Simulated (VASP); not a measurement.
# SrTiO3 (Pm-3m) in VASP: a series of runs

The runs below take SrTiO3 through single point, relaxation of cell and atoms, with LDA.

Everything below comes from runs of VASP 6.6.1. Logs are shortened: lines on timing, memory, paths and dates and some standing lists are left out, and cuts for length are marked.

## (1) The cell of the first run

It takes space group Pm-3m (No. 221, cubic). Conventional cell: a = 3.905 Å, b = 3.905 Å, c = 3.905 Å, α = 90.00°, β = 90.00°, γ = 90.00°. Sr (site symmetry m-3m) has 12 O at 2.76 Å and 8 Ti at 3.38 Å within 3.6 Å. Within 2.6 Å of Ti (site symmetry m-3m) lie 6 O at 1.95 Å. Within 2.6 Å of O (site symmetry 4/mmm) lie 2 Ti at 1.95 Å.

## (2) Single point, LDA

INCAR reads:

```
SYSTEM = SrTiO3
  ALGO = Normal
  EDIFF = 1E-6
  ENCUT = 520
  ISIF = 2
  ISMEAR = 0
  LASPH = .True.
  LCHARG = .True.
  LELF = .True.
  LREAL = .False.
  LVHAR = .True.
  LWAVE = .False.
  NBANDS = 28
  NELM = 60
  PREC = Accurate
  SIGMA = 0.1
```

KPOINTS reads:

```
k-points
0
Gamma
  6 6 6
  0 0 0
```

POSCAR reads:

```
SrTiO3
1.0
    3.9052800000      0.0000000000      0.0000000000
    0.0000000000      3.9052800000      0.0000000000
    0.0000000000      0.0000000000      3.9052800000
Sr Ti O
1 1 3
Direct
    0.5000000000      0.5000000000      0.5000000000
    0.0000000000      0.0000000000      0.0000000000
    0.5000000000      0.0000000000      0.0000000000
    0.0000000000      0.5000000000      0.0000000000
    0.0000000000      0.0000000000      0.5000000000
```

Potentials or basis: VASP PAW LDA potentials, release 64 (Sr_sv, Ti_sv, O).

The run is started by

```bash
> cat potpaw_LDA.64/Sr_sv/POTCAR potpaw_LDA.64/Ti_sv/POTCAR potpaw_LDA.64/O/POTCAR > POTCAR
> mpirun -np 1 vasp_std > vasp.out
```

OUTCAR:

```text
SYSTEM = SrTiO3
   EDIFF = 1E-6
   ENCUT = 520
   ISIF = 2
   ISMEAR = 0
   LASPH = .True.
   LREAL = .False.
   NELM = 60
   PREC = Accurate

 ion  position               nearest neighbor table
   1  0.500  0.500  0.500-   3 2.76   4 2.76   5 2.76   3 2.76   4 2.76   3 2.76   5 2.76   3 2.76
                             4 2.76   5 2.76   4 2.76   5 2.76   2 3.38   2 3.38   2 3.38   2 3.38
   2  0.000  0.000  0.000-   3 1.95   4 1.95   5 1.95   5 1.95   4 1.95   3 1.95   1 3.38   1 3.38
                             1 3.38   1 3.38   1 3.38   1 3.38   1 3.38   1 3.38
   3  0.500  0.000  0.000-   2 1.95   2 1.95   1 2.76   1 2.76   1 2.76   1 2.76
   4  0.000  0.500  0.000-   2 1.95   2 1.95   1 2.76   1 2.76   1 2.76   1 2.76
   5  0.000  0.000  0.500-   2 1.95   2 1.95   1 2.76   1 2.76   1 2.76   1 2.76

  LATTYP: Found a simple cubic cell.
 ALAT       =     3.9052800000

  Lattice vectors:

 A1 = (   3.9052800000,   0.0000000000,   0.0000000000)
 A2 = (   0.0000000000,   3.9052800000,   0.0000000000)
 A3 = (   0.0000000000,   0.0000000000,   3.9052800000)

Analysis of symmetry for initial positions (statically):
=====================================================================
 Subroutine PRICEL returns:
 Original cell was already a primitive cell.

 Routine SETGRP: Setting up the symmetry group for a
 simple cubic supercell.

 Subroutine GETGRP returns: Found 48 space group operations
 (whereof 48 operations were pure point group operations)
 out of a pool of 48 trial point group operations.

The static configuration has the point symmetry O_h .

Analysis of symmetry for dynamics (positions and initial velocities):
=====================================================================
 Subroutine PRICEL returns:
 Original cell was already a primitive cell.

 Routine SETGRP: Setting up the symmetry group for a
 simple cubic supercell.

 Subroutine GETGRP returns: Found 48 space group operations
 (whereof 48 operations were pure point group operations)
 out of a pool of 48 trial point group operations.

The dynamic configuration has the point symmetry O_h .

 Subroutine INISYM returns: Found 48 space group operations
 (whereof 48 operations are pure point group operations),
 and found     1 'primitive' translations

----------------------------------------------------------------------------------------

                                     Primitive cell

  volume of cell :      59.5603

  direct lattice vectors                    reciprocal lattice vectors
     3.905280000  0.000000000  0.000000000     0.256063586  0.000000000  0.000000000
     0.000000000  3.905280000  0.000000000     0.000000000  0.256063586  0.000000000
     0.000000000  0.000000000  3.905280000     0.000000000  0.000000000  0.256063586

  length of vectors
     3.905280000  3.905280000  3.905280000     0.256063586  0.256063586  0.256063586

  position of ions in fractional coordinates (direct lattice)
     0.500000000  0.500000000  0.500000000
     0.000000000  0.000000000  0.000000000
     0.500000000  0.000000000  0.000000000
     0.000000000  0.500000000  0.000000000
     0.000000000  0.000000000  0.500000000

  ion indices of the primitive-cell ions
   primitive index   ion index
                 1           1
                 2           2
                 3           3
                 4           4
                 5           5

----------------------------------------------------------------------------------------

 KPOINTS: k-points

Automatic generation of k-mesh.
 Grid dimensions read from file:
 generate k-points for:    6    6    6

 Generating k-lattice:

  Cartesian coordinates                     Fractional coordinates (reciprocal lattice)
     0.042677264  0.000000000  0.000000000     0.166666667  0.000000000  0.000000000
     0.000000000  0.042677264  0.000000000     0.000000000  0.166666667  0.000000000
     0.000000000  0.000000000  0.042677264     0.000000000  0.000000000  0.166666667

  Length of vectors
     0.042677264  0.042677264  0.042677264

  Shift w.r.t. Gamma in fractional coordinates (k-lattice)
     0.000000000  0.000000000  0.000000000

 Subroutine IBZKPT returns following result:
 ===========================================

 Found     20 irreducible k-points:

 Following reciprocal coordinates:
            Coordinates               Weight
  0.000000  0.000000  0.000000      1.000000
  0.166667  0.000000  0.000000      6.000000
  0.333333  0.000000  0.000000      6.000000
  0.500000  0.000000  0.000000      3.000000
  0.166667  0.166667  0.000000     12.000000
  0.333333  0.166667  0.000000     24.000000
[... 12 lines left out ...]
  0.500000  0.500000  0.333333      6.000000
  0.500000  0.500000  0.500000      1.000000
   k-points           NKPTS =     20   k-points in BZ     NKDIM =     20   number of bands    NBANDS=     28
   number of dos      NEDOS =    301   number of ions     NIONS =      5
   total plane-waves  NPLWV =  27000
   dimension x,y,z NGX =    30 NGY =   30 NGZ =   30
   dimension x,y,z NGXF=    60 NGYF=   60 NGZF=   60
   ions per type =               1   1   3
   NGX,Y,Z   is equivalent  to a cutoff of  12.77, 12.77, 12.77 a.u.
   NGXF,Y,Z  is equivalent  to a cutoff of  25.54, 25.54, 25.54 a.u.
 SYSTEM =  SrTiO3
   PREC   = accura    normal or accurate (medium, high low for compatibility)
   ISTART =      0    job   : 0-new  1-cont  2-samecut
   ICHARG =      2    charge: 1-file 2-atom 10-const
   ISPIN  =      1    spin polarized calculation?
   LNONCOLLINEAR =      F non collinear calculations
   LSORBIT =      F    spin-orbit coupling
   LASPH  =      T    aspherical Exc in radial PAW
   ENCUT  =  520.0 eV  38.22 Ry    6.18 a.u.   7.26  7.26  7.26*2*pi/ulx,y,z
   NELM   =     60;   NELMIN=  2; NELMDL= -5     # of ELM steps
   EDIFF  = 0.1E-05   stopping-criterion for ELM
   LREAL  =      F    real-space projection
[... 7 lines left out ...]
   TEBEG  =    0.0;   TEEND  =   0.0 temperature during run
   PSTRESS=    0.0 pullay stress
   NELECT =      40.0000    total number of electrons
   NUPDOWN=      -1.0000    fix difference up-down
   EMIN   =  10.00;   EMAX   =-10.00  energy-range for DOS
   EFERMI =   0.00;   METHOD = LEGACY
   ISMEAR =     0;   SIGMA  =   0.10  broadening in eV -4-tet -1-fermi 0-gaus
   EFERMI_NEDOS =   21; number of points for ismear=-14 and -15
   IALGO  =     38    algorithm
   IMIX   =      4    mixing-type and parameters
     AMIX     =   0.40;   BMIX     =  1.00
     AMIX_MAG =   1.60;   BMIX_MAG =  1.00
  volume/ion in A,a.u.               =      11.91        80.39
  Fermi-wavevector in a.u.,A,eV,Ry     =   1.433648  2.709203 27.964703  2.055348
  Thomas-Fermi vector in A             =   2.553143
   LORBIT       =      0    0 simple, 1 ext, 2 COOP (PROOUT), +10 PAW based schemes
   GGA     = CA    functional components
   LHFCALC =     F    Hartree Fock is set to
   AEXX    =    0.0000 exact exchange contribution
   IVDW    =     0    specifies the selected vdW correction
   LEPSILON=     F    determine dielectric tensor
   LRPA    =     F    only Hartree local field effects (RPA)
 non-spin polarized calculation
 Gauss-broadening in eV      SIGMA  =   0.10
  energy-cutoff  :      520.00
  volume of cell :       59.56
 maximum number of plane-waves:      1628
 NGX is ok and might be reduce to    30
   NGX = 15   NGY = 15   NGZ = 15

 number of electron      40.0000005 magnetization

 Free energy of the ion-electron system (eV)
  ---------------------------------------------------
  ext. energy  EPLUGINS =         0.00000000
  ---------------------------------------------------
  free energy    TOTEN  =       -44.13884047 eV

  energy without entropy =      -44.13884047  energy(sigma->0) =      -44.13884047

 E-fermi :   4.4610     XC(G=0): -11.7951

 val. band max:        3.8749869638   @ k =   0.5000   0.5000   0.5000
 cond. band min:       5.6242130250   @ k =   0.0000   0.0000   0.0000
 fundamental gap:      1.7492260611
 Fermi energy:         4.4609547411

 k-point     1 :       0.0000    0.0000    0.0000
  band No.  band energies     occupation
      1     -51.8541      2.00000
      2     -28.6185      2.00000
      3     -28.5059      2.00000
      4     -28.5059      2.00000
      5     -28.5059      2.00000
      6     -13.2551      2.00000
[... 20 lines left out ...]
     27       9.0893      0.00000
     28       9.8608      0.00000

 k-point     2 :       0.1667    0.0000    0.0000
  band No.  band energies     occupation
      1     -51.8537      2.00000
      2     -28.6427      2.00000
      3     -28.5052      2.00000
      4     -28.5052      2.00000
      5     -28.4937      2.00000
      6     -13.2845      2.00000
[... 20 lines left out ...]
     27       9.5722      0.00000
     28      10.5164      0.00000

 k-point     3 :       0.3333    0.0000    0.0000
  band No.  band energies     occupation
      1     -51.8529      2.00000
      2     -28.6854      2.00000
      3     -28.5036      2.00000
      4     -28.5036      2.00000
      5     -28.4744      2.00000
      6     -13.4325      2.00000
[... 20 lines left out ...]
     27      10.5734      0.00000
     28      11.8961      0.00000

 k-point     4 :       0.5000    0.0000    0.0000
  band No.  band energies     occupation
      1     -51.8525      2.00000
      2     -28.7055      2.00000
      3     -28.5029      2.00000
      4     -28.5029      2.00000
      5     -28.4660      2.00000
      6     -13.5245      2.00000
[... 454 lines left out ...]
     27      11.6606      0.00000
     28      11.9924      0.00000

 k-point    19 :       0.5000    0.5000    0.3333
  band No.  band energies     occupation
      1     -51.8496      2.00000
      2     -28.5736      2.00000
      3     -28.5736      2.00000
      4     -28.5585      2.00000
      5     -28.5546      2.00000
      6     -12.0664      2.00000
[... 20 lines left out ...]
     27      11.7140      0.00000
     28      12.2672      0.00000

 k-point    20 :       0.5000    0.5000    0.5000
  band No.  band energies     occupation
      1     -51.8492      2.00000
      2     -28.5726      2.00000
      3     -28.5726      2.00000
      4     -28.5726      2.00000
      5     -28.5536      2.00000
      6     -11.8578      2.00000
[... 20 lines left out ...]
     27      12.2675      0.00000
     28      12.2675      0.00000

------------------------ aborting loop because EDIFF is reached ----------------------------------------

  FORCE on cell =-STRESS in cart. coord.  units (eV):
  Direction    XX          YY          ZZ          XY          YZ          ZX
  --------------------------------------------------------------------------------------
  -------------------------------------------------------------------------------------
  Total       -2.3613749     -2.3613749     -2.3613749      0.0000000      0.0000000     -0.0000000
  in kB      -63.5212437    -63.5212437    -63.5212437      0.0000000      0.0000000     -0.0000000
  external PRESSURE =     -63.5212437 kB  Pullay stress =       0.0000000 kB

 VOLUME and BASIS-vectors are now :
 -----------------------------------------------------------------------------
  energy-cutoff  :      520.00
  volume of cell :       59.56
      direct lattice vectors                 reciprocal lattice vectors
     3.905280000  0.000000000  0.000000000     0.256063586  0.000000000  0.000000000
     0.000000000  3.905280000  0.000000000     0.000000000  0.256063586  0.000000000
     0.000000000  0.000000000  3.905280000     0.000000000  0.000000000  0.256063586

 POSITION                                       TOTAL-FORCE (eV/Angst)
 -----------------------------------------------------------------------------------
      1.95264      1.95264      1.95264         0.000000      0.000000      0.000000
      0.00000      0.00000      0.00000         0.000000      0.000000      0.000000
      1.95264      0.00000      0.00000         0.000000      0.000000      0.000000
      0.00000      1.95264      0.00000         0.000000      0.000000      0.000000
      0.00000      0.00000      1.95264         0.000000      0.000000      0.000000
 -----------------------------------------------------------------------------------
    total drift:                                0.000000     -0.000000      0.000000

  FREE ENERGIE OF THE ION-ELECTRON SYSTEM (eV)
  ---------------------------------------------------
  free  energy   TOTEN  =       -44.1388404733 eV

  energy  without entropy=      -44.1388404733  energy(sigma->0) =      -44.13884047
```

Wall time 16 s (1 thread of Intel Xeon 6975P-C (Granite Rapids), shared host); peak memory 0.16 GiB.

What came out:

```yaml
Free_energy: -44.1388 eV
Pressure: -6.4 GPa
Band_gap_on_the_k_mesh: 1.75 eV (least direct gap 2.11 eV)
```

Caveat: the cell stands under tension. A k mesh can miss the band edges.

## (3) Single point, LDA

This run uses another cell than the first one, of 11.45 Å³/atom.

INCAR reads:

```
SYSTEM = SrTiO3
PREC = Accurate
ENCUT = 520
EDIFF = 1E-7
ISMEAR = 0
SIGMA = 0.02
LREAL = .FALSE.
LASPH = .TRUE.
NELM = 80
ALGO = Normal
ISIF = 2
LWAVE = .FALSE.
LCHARG = .TRUE.
LELF = .TRUE.
LVHAR = .TRUE.
NBANDS = 28
```

KPOINTS reads:

```
regular mesh
0
G
  8 8 8
  0 0 0
```

Changes to POSCAR since step 2:

```diff
@@ -2,5 +2,5 @@
 1.0
-    3.9052800000      0.0000000000      0.0000000000
-    0.0000000000      3.9052800000      0.0000000000
-    0.0000000000      0.0000000000      3.9052800000
+    3.8542043456      0.0000000000      0.0000000000
+    0.0000000000      3.8542043456      0.0000000000
+    0.0000000000      0.0000000000      3.8542043456
 Sr Ti O
```

Potentials or basis: VASP PAW LDA potentials, release 64 (Sr_sv, Ti_sv, O).

The run is started by

```bash
> cat potpaw_LDA.64/Sr_sv/POTCAR potpaw_LDA.64/Ti_sv/POTCAR potpaw_LDA.64/O/POTCAR > POTCAR
> mpirun -np 1 vasp_std > vasp.out
```

Wall time 26 s (1 thread of Intel Xeon 6975P-C (Granite Rapids), shared host); peak memory 0.18 GiB.

Results (log left out):

```
Free energy            : -44.1762 eV
Pressure               : 1.1 GPa
Band gap on the k mesh : 1.82 eV (least direct gap 2.15 eV)
```

Levels at points of the mesh, in eV from the valence-band top:
```
           k point  band 16  band 17  band 18  band 19  band 20  band 21  band 22  band 23  band 24  band 25
(0.00, 0.00, 0.00)    -1.26    -1.26    -0.33    -0.33    -0.33     1.82     1.82     1.82     4.60     4.60
(0.50, 0.00, 0.00)    -2.50    -2.50    -2.17    -0.73    -0.73     2.01     3.94     3.94     4.65     6.96
(0.50, 0.50, 0.00)    -3.08    -1.70    -1.62    -1.62    -0.10     3.95     3.95     4.41     5.68     8.01
(0.50, 0.50, 0.50)    -3.89    -3.89     0.00     0.00     0.00     4.68     4.68     4.68     7.00     7.00
```

A k mesh can miss the band edges.

## (4) Single point, LDA

This run uses another cell than the first one, of 11.45 Å³/atom.

INCAR reads:

```
  PREC = Accurate
  ENCUT = 520
  EDIFF = 1E-7
  ISMEAR = 0
  SIGMA = 0.01
  LREAL = False
  LASPH = True
  NELM = 80
  ALGO = Normal
  ISIF = 2
  LWAVE = False
  LCHARG = False
  GGA = CA
  NBANDS = 28
```

KPOINTS reads:

```
regular mesh
0
Gamma
  8 8 8
```

POSCAR is that of step 3.

The run is started by

```bash
> cat potpaw_LDA.64/Sr_sv/POTCAR potpaw_LDA.64/Ti_sv/POTCAR potpaw_LDA.64/O/POTCAR > POTCAR
> mpirun -np 1 vasp_std > vasp.out
```

It took 26 s on 1 thread of Intel Xeon 6975P-C (Granite Rapids), shared host; peak memory 0.19 GiB.

It converged, with:

```
Free energy            : -44.1762 eV
Pressure               : 1.1 GPa
Band gap on the k mesh : 1.82 eV (least direct gap 2.15 eV)
```

Levels at points of the mesh, in eV from the valence-band top:
```tsv
k point	band 16	band 17	band 18	band 19	band 20	band 21	band 22	band 23	band 24	band 25
(0.00, 0.00, 0.00)	-1.26	-1.26	-0.33	-0.33	-0.33	1.82	1.82	1.82	4.60	4.60
(0.50, 0.00, 0.00)	-2.50	-2.50	-2.17	-0.73	-0.73	2.01	3.94	3.94	4.65	6.96
(0.50, 0.50, 0.00)	-3.08	-1.70	-1.62	-1.62	-0.10	3.95	3.95	4.41	5.68	8.01
(0.50, 0.50, 0.50)	-3.89	-3.89	0.00	0.00	0.00	4.68	4.68	4.68	7.00	7.00
```

A k mesh can miss the band edges.

(Part 1 of 2 ends here.)
